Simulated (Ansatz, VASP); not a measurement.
**TaN: VASP beside Ansatz**

POSCAR

```
TaN
1.0
    0.0000000000      2.2113230000      2.2113230000
    2.2113230000      0.0000000000      2.2113230000
    2.2113230000      2.2113230000      0.0000000000
Ta N
1 1
Direct
    0.5000000000      0.5000000000      0.5000000000
    0.0000000000      0.0000000000      0.0000000000
```

The input INCAR.step1:

```
  PREC = Accurate
  ENCUT = 520
  EDIFF = 1E-5
  ISMEAR = -1
  SIGMA = 0.05
  LREAL = False
  LASPH = True
  NELM = 80
  ALGO = Normal
  ISIF = 2
  LWAVE = True
  GGA = PE
  NBANDS = 15
```

The input INCAR.step2:

```
  PREC = Accurate
  ENCUT = 520
  EDIFF = 1E-7
  ISMEAR = -1
  SIGMA = 0.05
  LREAL = False
  LASPH = True
  NELM = 80
  ALGO = Normal
  ISIF = 2
  LWAVE = False
  LCHARG = True
  GGA = PE
  LHFCALC = True
  AEXX = 0.35
  HFSCREEN = 0.2078699
  PRECFOCK = Normal
  LELF = True
  LVHAR = True
  ISTART = 1
  NBANDS = 15
```

Contents of KPOINTS:

```
Automatic mesh
0
Gamma
  6 6 6
```

input.yaml

```yaml
crystal:
  lattice:
    - [0.0, 2.211323, 2.211323]
    - [2.211323, 0.0, 2.211323]
    - [2.211323, 2.211323, 0.0]
  atoms:
    - { symbol: Ta, position: [0.5, 0.5, 0.5] }
    - { symbol: "N", position: [0.0, 0.0, 0.0] }
hamiltonian:
  xc:
    exchange: pbe
    correlation: pbe
    exx: { coeff: 0.35, omega: 0.2078699 }
  pseudopotentials: { kind: paw }
kpoints:
  mp_grid: { grid: [6, 6, 6] }
scf:
  occupations: { method: fermi_dirac, width: 0.05 }
output:
  forces: true
  stress: true
  eigenvalues: true
```

Alike in both runs: task single point; functional PBE-based screened hybrid with a share of 0.35 of exact exchange and HFSCREEN = 0.2078699; k mesh 6 × 6 × 6; occupations fermi-dirac, width 0.05 eV; no spin polarisation.

|  | VASP | Ansatz |
| --- | --- | --- |
| version | VASP 6.6.1 | Ansatz 0.2.0 |
| potentials or method | VASP PAW PBE potentials, release 64 (Ta_pv, N) | Ansatz PAW |
| plane-wave cutoff (eV) | 520 | 420 |
| valence electrons in the cell | 16 | 18 |

|  | VASP | Ansatz | Ansatz less VASP |
| --- | --- | --- | --- |
| gap on the k mesh at the Fermi level (eV) | none | none | - |
| pressure (GPa) | -13.4 | -12.7 | +0.66 |

VASP's potentials were made for PBE, not for PBE-based screened hybrid. A gap of «none» marks a metal or a gap that the smearing closes. VASP's potentials hold 16 valence electrons a cell and Ansatz's 18, so a difference there can come from the potentials and not from the codes.

The k mesh is coarse, so the values compare programs but aren't converged. Spin-orbit coupling is off throughout.
